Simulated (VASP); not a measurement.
# Cr (P6/mmm) in VASP: further runs

The runs below take Cr through single point, with RPBE.

All numbers are computed with VASP 6.6.1; they aren't measurements. Logs are shortened: lines on timing, memory, paths and dates and some standing lists are left out, and cuts for length are marked.

**1. The cell of the first run**

It takes space group P6/mmm (No. 191, hexagonal). Conventional cell: a = 4.084 Å, b = 4.084 Å, c = 2.213 Å, α = 90.00°, β = 90.00°, γ = 120.00°. Within 2.9 Å of Cr (site symmetry 6/mmm) lie 14 Cr at 2.21 to 2.60 Å. Cr (site symmetry -6m2) has 11 Cr at 2.21 to 2.60 Å within 2.9 Å.

**2. Single point, RPBE (volume scaled by 0.88)**

INCAR

```
SYSTEM = Cr
PREC = Accurate
ENCUT = 520
EDIFF = 1E-6
ISMEAR = -1
SIGMA = 0.1
LREAL = .False.
LASPH = .True.
NELM = 60
ALGO = Normal
ISIF = 2
LWAVE = .False.
LCHARG = .True.
GGA = RP
LELF = .True.
LVHAR = .True.
NBANDS = 25
```

KPOINTS

```
Automatic mesh
0
Gamma
  10 10 15
  0 0 0
```

POSCAR

```
Cr
1.0
    4.0842901080      0.0000000000      0.0000000000
   -2.0421450540      3.5370989900      0.0000000000
    0.0000000000      0.0000000000      2.2130365160
Cr
3
Direct
    1.0000000000      0.0000000000      0.0000000000
    0.3333333333      0.6666666667      0.5000000000
    0.6666666667      0.3333333333      0.5000000000
```

Potentials or basis: VASP PAW PBE potentials, release 64 (Cr_pv).

Command:

```
cat potpaw_PBE.64/Cr_pv/POTCAR > POTCAR
mpirun -np 1 vasp_std > vasp.out
```

OUTCAR:

```text
SYSTEM = Cr
   PREC = Accurate
   ENCUT = 520
   EDIFF = 1E-6
   ISMEAR = -1
   LREAL = .False.
   LASPH = .True.
   NELM = 60
   ISIF = 2
   GGA = RP

 ion  position               nearest neighbor table
   1  0.000  0.000  0.000-   2 2.60   3 2.60   2 2.60   3 2.60   3 2.60   3 2.60   2 2.60   2 2.60
                             3 2.60   3 2.60   2 2.60   2 2.60
   2  0.333  0.667  0.500-   3 2.36   3 2.36   3 2.36   1 2.60   1 2.60   1 2.60   1 2.60   1 2.60
                             1 2.60
   3  0.667  0.333  0.500-   2 2.36   2 2.36   2 2.36   1 2.60   1 2.60   1 2.60   1 2.60   1 2.60
                             1 2.60

  LATTYP: Found a hexagonal cell.
 ALAT       =     4.0842901080
 C/A-ratio  =     0.5418411664

  Lattice vectors:

 A1 = (   4.0842901080,   0.0000000000,   0.0000000000)
 A2 = (  -2.0421450540,   3.5370989900,   0.0000000000)
 A3 = (   0.0000000000,   0.0000000000,   2.2130365160)

Analysis of symmetry for initial positions (statically):
=====================================================================
 Subroutine PRICEL returns:
 Original cell was already a primitive cell.

 Routine SETGRP: Setting up the symmetry group for a
 hexagonal supercell.

 Subroutine GETGRP returns: Found 24 space group operations
 (whereof 24 operations were pure point group operations)
 out of a pool of 24 trial point group operations.

The static configuration has the point symmetry D_6h.

Analysis of symmetry for dynamics (positions and initial velocities):
=====================================================================
 Subroutine PRICEL returns:
 Original cell was already a primitive cell.

 Routine SETGRP: Setting up the symmetry group for a
 hexagonal supercell.

 Subroutine GETGRP returns: Found 24 space group operations
 (whereof 24 operations were pure point group operations)
 out of a pool of 24 trial point group operations.

The dynamic configuration has the point symmetry D_6h.

 Subroutine INISYM returns: Found 24 space group operations
 (whereof 24 operations are pure point group operations),
 and found     1 'primitive' translations

----------------------------------------------------------------------------------------

                                     Primitive cell

  volume of cell :      31.9707

  direct lattice vectors                    reciprocal lattice vectors
     4.084290108  0.000000000  0.000000000     0.244840590  0.141358781  0.000000000
    -2.042145054  3.537098990  0.000000000     0.000000000  0.282717561  0.000000000
     0.000000000  0.000000000  2.213036516     0.000000000  0.000000000  0.451867826

  length of vectors
     4.084290108  4.084290108  2.213036516     0.282717561  0.282717561  0.451867826

  position of ions in fractional coordinates (direct lattice)
     0.000000000  0.000000000  0.000000000
     0.333333333  0.666666667  0.500000000
     0.666666667  0.333333333  0.500000000

  ion indices of the primitive-cell ions
   primitive index   ion index
                 1           1
                 2           2
                 3           3

----------------------------------------------------------------------------------------

 KPOINTS: Automatic mesh

Automatic generation of k-mesh.
 Grid dimensions read from file:
 generate k-points for:   10   10   15

 Generating k-lattice:

  Cartesian coordinates                     Fractional coordinates (reciprocal lattice)
     0.024484059  0.014135878  0.000000000     0.100000000  0.000000000  0.000000000
     0.000000000  0.028271756  0.000000000     0.000000000  0.100000000  0.000000000
     0.000000000  0.000000000  0.030124522     0.000000000  0.000000000  0.066666667

  Length of vectors
     0.028271756  0.028271756  0.030124522

  Shift w.r.t. Gamma in fractional coordinates (k-lattice)
     0.000000000  0.000000000  0.000000000

 Subroutine IBZKPT returns following result:
 ===========================================

 Found    112 irreducible k-points:

 Following reciprocal coordinates:
            Coordinates               Weight
  0.000000  0.000000  0.000000      1.000000
  0.100000  0.000000  0.000000      6.000000
  0.200000  0.000000  0.000000      6.000000
  0.300000 -0.000000  0.000000      6.000000
  0.400000  0.000000  0.000000      6.000000
  0.500000  0.000000  0.000000      3.000000
[... 16 lines left out ...]
  0.300000  0.100000  0.066667     24.000000
  0.400000  0.100000  0.066667     24.000000
 [... further k-points ...]
   k-points           NKPTS =    112   k-points in BZ     NKDIM =    112   number of bands    NBANDS=     25
   number of dos      NEDOS =    301   number of ions     NIONS =      3
   total plane-waves  NPLWV =  14400
   dimension x,y,z NGX =    30 NGY =   30 NGZ =   16
   dimension x,y,z NGXF=    60 NGYF=   60 NGZF=   32
   ions per type =               3
   NGX,Y,Z   is equivalent  to a cutoff of  12.21, 12.21, 12.02 a.u.
   NGXF,Y,Z  is equivalent  to a cutoff of  24.42, 24.42, 24.04 a.u.
[... 56 lines left out ...]

 E-fermi :  12.2115     XC(G=0): -14.0012

 val. band max:       12.2084876240   @ k =   0.3000   0.2000   0.3333
 cond. band min:      12.2128013735   @ k =   0.3000   0.2000   0.2667
 fundamental gap:      0.0043137495
 Fermi energy:        12.2114834969

 k-point     1 :       0.0000    0.0000    0.0000
  band No.  band energies     occupation
      1     -31.0858      2.00000
      2     -31.0858      2.00000
      3     -31.0157      2.00000
      4     -31.0157      2.00000
      5     -30.3047      2.00000
      6     -30.3047      2.00000
[... 17 lines left out ...]
     24      15.2474      0.00000
     25      15.2474      0.00000

 k-point     2 :       0.1000    0.0000    0.0000
  band No.  band energies     occupation
      1     -31.1586      2.00000
      2     -31.1420      2.00000
      3     -30.9368      2.00000
      4     -30.9271      2.00000
      5     -30.3384      2.00000
      6     -30.3103      2.00000
[... 17 lines left out ...]
     24      15.1612      0.00000
     25      15.2325      0.00000

 k-point     3 :       0.2000    0.0000    0.0000
  band No.  band energies     occupation
      1     -31.2445      2.00000
      2     -31.1749      2.00000
      3     -30.8331      2.00000
      4     -30.8053      2.00000
      5     -30.4304      2.00000
      6     -30.3265      2.00000
[... 17 lines left out ...]
     24      14.9240      0.00000
     25      15.1870      0.00000

 k-point     4 :       0.3000   -0.0000    0.0000
  band No.  band energies     occupation
      1     -31.3121      2.00000
      2     -31.1509      2.00000
      3     -30.7384      2.00000
      4     -30.7230      2.00000
      5     -30.5406      2.00000
      6     -30.3517      2.00000
[... 17 lines left out ...]
     24      14.6097      0.00000
     25      15.1093      0.00000

 k-point     5 :       0.4000    0.0000    0.0000
  band No.  band energies     occupation
      1     -31.3550      2.00000
      2     -31.0697      2.00000
      3     -30.7964      2.00000
      4     -30.6661      2.00000
      5     -30.5512      2.00000
      6     -30.3795      2.00000
[... 17 lines left out ...]
     24      14.7392      0.00000
     25      14.9838      0.00000

 k-point     6 :       0.5000    0.0000    0.0000
  band No.  band energies     occupation
      1     -31.3697      2.00000
      2     -30.9462      2.00000
      3     -30.9390      2.00000
      4     -30.6368      2.00000
      5     -30.5332      2.00000
      6     -30.3935      2.00000
[... 17 lines left out ...]
     24      14.8014      0.00000
     25      14.8063      0.00000
[... 393 lines left out ...]
 k-point    21 :       0.1000    0.1000    0.0667
  band No.  band energies     occupation
      1     -31.1940      2.00000
      2     -31.1758      2.00000
      3     -30.8434      2.00000
      4     -30.8363      2.00000
      5     -30.4010      2.00000
      6     -30.3170      2.00000
[... 17 lines left out ...]
     24      14.8563      0.00000
     25      15.0759      0.00000

 k-point    22 :       0.2000    0.1000    0.0667
  band No.  band energies     occupation
      1     -31.2530      2.00000
      2     -31.1816      2.00000
      3     -30.7628      2.00000
      4     -30.7327      2.00000
      5     -30.5065      2.00000
      6     -30.3346      2.00000
[... 17 lines left out ...]
     24      14.5507      0.00000
     25      15.0104      0.00000

 k-point    23 :       0.3000    0.1000    0.0667
  band No.  band energies     occupation
      1     -31.3016      2.00000
      2     -31.1288      2.00000
      3     -30.7591      2.00000
      4     -30.6634      2.00000
      5     -30.5634      2.00000
      6     -30.3571      2.00000
[... 17 lines left out ...]
     24      14.6123      0.00000
     25      14.9099      0.00000

 k-point    24 :       0.4000    0.1000    0.0667
  band No.  band energies     occupation
      1     -31.3277      2.00000
      2     -31.0252      2.00000
      3     -30.8873      2.00000
      4     -30.6212      2.00000
      5     -30.5378      2.00000
      6     -30.3754      2.00000
[... 17 lines left out ...]
     24      14.7632      0.00000
     25      14.8798      0.00000

 [... further k-points ...]
[... 5 lines left out ...]
  --------------------------------------------------------------------------------------
  -------------------------------------------------------------------------------------
  Total        7.1491082      7.1491082      7.7915010      0.0000000      0.0000000      0.0000000
  in kB      358.2696940    358.2696940    390.4625069      0.0000000      0.0000000      0.0000000
  external PRESSURE =     369.0006317 kB  Pullay stress =       0.0000000 kB

 VOLUME and BASIS-vectors are now :
 -----------------------------------------------------------------------------
  energy-cutoff  :      520.00
  volume of cell :       31.97
      direct lattice vectors                 reciprocal lattice vectors
     4.084290108  0.000000000  0.000000000     0.244840590  0.141358781  0.000000000
    -2.042145054  3.537098990  0.000000000     0.000000000  0.282717561  0.000000000
     0.000000000  0.000000000  2.213036516     0.000000000  0.000000000  0.451867826

 POSITION                                       TOTAL-FORCE (eV/Angst)
 -----------------------------------------------------------------------------------
      0.00000      0.00000      0.00000        -0.000000      0.000000      0.000000
     -0.00000      2.35807      1.10652         0.000000     -0.000000     -0.000000
      2.04215      1.17903      1.10652        -0.000000      0.000000      0.000000
 -----------------------------------------------------------------------------------
    total drift:                               -0.000000      0.000000      0.000000

  FREE ENERGIE OF THE ION-ELECTRON SYSTEM (eV)
  ---------------------------------------------------
  free  energy   TOTEN  =       -25.5765921119 eV

  energy  without entropy=      -25.4335686528  energy(sigma->0) =      -25.50508038
```

Wall time 34 s (1 thread of Intel Xeon 6975P-C (Granite Rapids), shared host); peak memory 0.18 GiB.

What came out:

```
Free energy            : -25.5766 eV
Pressure               : 36.9 GPa
Band gap on the k mesh : zero (band 18 reaches 12.84 eV, above the bottom of band 19 at 11.81 eV)
```

Stress tensor (GPa, compression positive):
```
35.83  0.00  0.00
 0.00 35.83  0.00
 0.00  0.00 39.05
```

Levels at points of the mesh, in eV from the Fermi level:
```csv
k point,band 14,band 15,band 16,band 17,band 18,band 19,band 20,band 21,band 22,band 23
"(0.00, 0.00, 0.00)",-2.37,-2.31,-2.31,-2.06,-0.40,-0.40,1.48,1.48,1.53,1.53
"(0.50, 0.00, 0.00)",-2.75,-2.31,-2.02,-1.90,0.63,0.81,1.57,1.63,1.70,2.01
```

Caveat: the cell differs from its parent crystal (volume scaled by 0.88); the PAW data sets were made with another functional, which shifts forces and pressure a little; the run has no spin polarisation, though such a crystal can be magnetic. Spin polarisation is off, so any magnetic state and its effect on volume and gap are missing.

**3. Single point, RPBE (volume scaled by 0.92)**

INCAR

```
ALGO     = Normal         # electronic algorithm
EDIFF    = 1E-7           # SCF threshold, eV
ENCUT    = 520            # plane-wave cutoff, eV
GGA      = RP             # functional
ISIF     = 2              # what is computed and relaxed
ISMEAR   = -1             # smearing method
LASPH    = T              # aspherical terms in the spheres
LCHARG   = F              # write CHGCAR
LREAL    = F              # projectors in reciprocal space
LWAVE    = F              # write WAVECAR
NBANDS   = 25             # bands
NELM     = 100            # most SCF steps
PREC     = Accurate       # precision mode
SIGMA    = 0.1            # smearing width, eV
```

KPOINTS

```
k-points
0
Gamma
  10 10 15
```

POSCAR

```
Cr
1.0
    4.1452586505      0.0000000000      0.0000000000
   -2.0726293252      3.5898992966      0.0000000000
    0.0000000000      0.0000000000      2.2460717821
Cr
3
Direct
    1.0000000000      0.0000000000      0.0000000000
    0.3333333333      0.6666666667      0.5000000000
    0.6666666667      0.3333333333      0.5000000000
```

Potentials or basis: VASP PAW PBE potentials, release 64 (Cr_pv).

Command:

```
cat potpaw_PBE.64/Cr_pv/POTCAR > POTCAR
mpirun -np 1 vasp_std > vasp.out
```

Wall time 38 s (1 thread of Intel Xeon 6975P-C (Granite Rapids), shared host); peak memory 0.19 GiB.

It converged, with:

* Free energy: -25.8412 eV
* Pressure: 21.8 GPa
* Band gap on the k mesh: zero (band 18 reaches 12.07 eV, above the bottom of band 19 at 11.18 eV)

Stress tensor (GPa, compression positive):
```
21.05  0.00  0.00
 0.00 21.05  0.00
 0.00  0.00 23.26
```

Levels at points of the mesh, in eV from the Fermi level:
```csv
k point,band 14,band 15,band 16,band 17,band 18,band 19,band 20,band 21,band 22,band 23
"(0.00, 0.00, 0.00)",-2.27,-2.21,-2.21,-1.95,-0.36,-0.36,1.40,1.40,1.46,1.46
"(0.50, 0.00, 0.00)",-2.60,-2.16,-1.91,-1.77,0.52,0.78,1.47,1.55,1.61,1.90
```

Caveat: the cell differs from its parent crystal (volume scaled by 0.92); the PAW data sets were made with another functional, which shifts forces and pressure a little; the run has no spin polarisation, though such a crystal can be magnetic.

**4. Single point, RPBE (volume scaled by 0.96)**

INCAR

```
SYSTEM = Cr
ALGO     = Normal         ! electronic algorithm
EDIFF    = 1E-6           ! SCF threshold, eV
ENCUT    = 520            ! plane-wave cutoff, eV
GGA      = RP             ! functional
ISIF     = 2              ! what is computed and relaxed
ISMEAR   = -1             ! smearing method
LASPH    = .True.         ! aspherical terms in the spheres
LCHARG   = .False.        ! write CHGCAR
LREAL    = .False.        ! projectors in reciprocal space
LWAVE    = .False.        ! write WAVECAR
NBANDS   = 25             ! bands
NELM     = 100            ! most SCF steps
PREC     = Accurate       ! precision mode
SIGMA    = 0.1            ! smearing width, eV
```

KPOINTS

```
k-points
0
Gamma
  10 10 15
  0 0 0
```

POSCAR

```
Cr
1.0
    4.2044846330      0.0000000000      0.0000000000
   -2.1022423165      3.6411905020      0.0000000000
    0.0000000000      0.0000000000      2.2781628576
Cr
3
Direct
    1.0000000000      0.0000000000      0.0000000000
    0.3333333333      0.6666666667      0.5000000000
    0.6666666667      0.3333333333      0.5000000000
```

Command:

```
cat potpaw_PBE.64/Cr_pv/POTCAR > POTCAR
mpirun -np 1 vasp_std > vasp.out
```

Wall time 46 s (1 thread of Intel Xeon 6975P-C (Granite Rapids), shared host); peak memory 0.2 GiB.

It converged, with:

```
Free energy            : -25.9825 eV
Pressure               : 9.6 GPa
Band gap on the k mesh : zero (band 18 reaches 11.37 eV, above the bottom of band 19 at 10.60 eV)
```

Stress tensor (GPa, compression positive):
```
 9.16  0.00  0.00
 0.00  9.16  0.00
 0.00  0.00 10.50
```

Levels at points of the mesh, in eV from the Fermi level:
```
           k point  band 16  band 17  band 18  band 19  band 20  band 21
(0.00, 0.00, 0.00)    -2.11    -1.84    -0.33    -0.33     1.34     1.34
(0.50, 0.00, 0.00)    -1.81    -1.65     0.44     0.76     1.38     1.48
```

Caveat: the cell differs from its parent crystal (volume scaled by 0.96); the PAW data sets were made with another functional, which shifts forces and pressure a little; the run has no spin polarisation, though such a crystal can be magnetic. Spin polarisation is off, so any magnetic state and its effect on volume and gap are missing.

**5. Single point, RPBE**

This run uses another cell than the first one, of 12.11 Å³/atom, 1.136 times its volume.

INCAR

```
  PREC = Accurate
  ENCUT = 520
  EDIFF = 1E-6
  ISMEAR = -1
  SIGMA = 0.1
  LREAL = False
  LASPH = True
  NELM = 100
  ALGO = Normal
  ISIF = 2
  LWAVE = False
  LCHARG = True
  GGA = RP
  LELF = True
  LVHAR = True
  NBANDS = 25
```

KPOINTS

```
Automatic mesh
0
Gamma
  10 10 15
```

POSCAR

```
Cr
1.0
    4.2620874708      0.0000000000      0.0000000000
   -2.1310437354      3.6910760229      0.0000000000
    0.0000000000      0.0000000000      2.3093744464
Cr
3
Direct
    1.0000000000      0.0000000000      0.0000000000
    0.3333333333      0.6666666667      0.5000000000
    0.6666666667      0.3333333333      0.5000000000
```

Command:

```
cat potpaw_PBE.64/Cr_pv/POTCAR > POTCAR
mpirun -np 1 vasp_std > vasp.out
```

Run time: 44 s. Hardware: 1 thread of Intel Xeon 6975P-C (Granite Rapids), shared host; peak memory 0.2 GiB.

Results (log left out):

```yaml
Free_energy: -26.0243 eV
Pressure: -0.3 GPa
Band_gap_on_the_k_mesh: zero (band 18 reaches 10.74 eV, above the bottom of band 19 at 10.07 eV)
```

Stress tensor (GPa, compression positive):
```
-0.46  0.00  0.00
 0.00 -0.46  0.00
 0.00  0.00  0.14
```

Levels at points of the mesh, in eV from the Fermi level:
```csv
k point,band 14,band 15,band 16,band 17,band 18,band 19,band 20,band 21,band 22,band 23
"(0.00, 0.00, 0.00)",-2.09,-2.02,-2.02,-1.75,-0.30,-0.30,1.28,1.28,1.32,1.32
"(0.50, 0.00, 0.00)",-2.34,-1.91,-1.72,-1.55,0.37,0.73,1.31,1.40,1.46,1.70
```

Caveat: the PAW data sets were made with another functional, which shifts forces and pressure a little; the run has no spin polarisation, though such a crystal can be magnetic. Spin polarisation is off, so any magnetic state and its effect on volume and gap are missing.

**6. Overview**

```tsv
cell	gap on the mesh (eV)	pressure (GPa)
a = 4.084, b = 4.084, c = 2.213 Å, angles 90.0, 90.0, 120.0°, 3 atoms	none	36.9
a = 4.145, b = 4.145, c = 2.246 Å, angles 90.0, 90.0, 120.0°, 3 atoms	none	21.8
a = 4.204, b = 4.204, c = 2.278 Å, angles 90.0, 90.0, 120.0°, 3 atoms	none	9.6
a = 4.262, b = 4.262, c = 2.309 Å, angles 90.0, 90.0, 120.0°, 3 atoms	none	-0.3
```

Alike in all rows: task single point; level RPBE; potentials or basis VASP PAW PBE potentials, release 64 (Cr_pv); no spin polarisation; k mesh 10 × 10 × 15; cutoff (eV) 520; smearing fermi-dirac 0.1 eV.

Caveats: the PAW data sets were made with another functional, which shifts forces and pressure a little; the run has no spin polarisation, though such a crystal can be magnetic.

Total energies depend on the potentials used, so only differences within one code and one set of settings carry meaning.
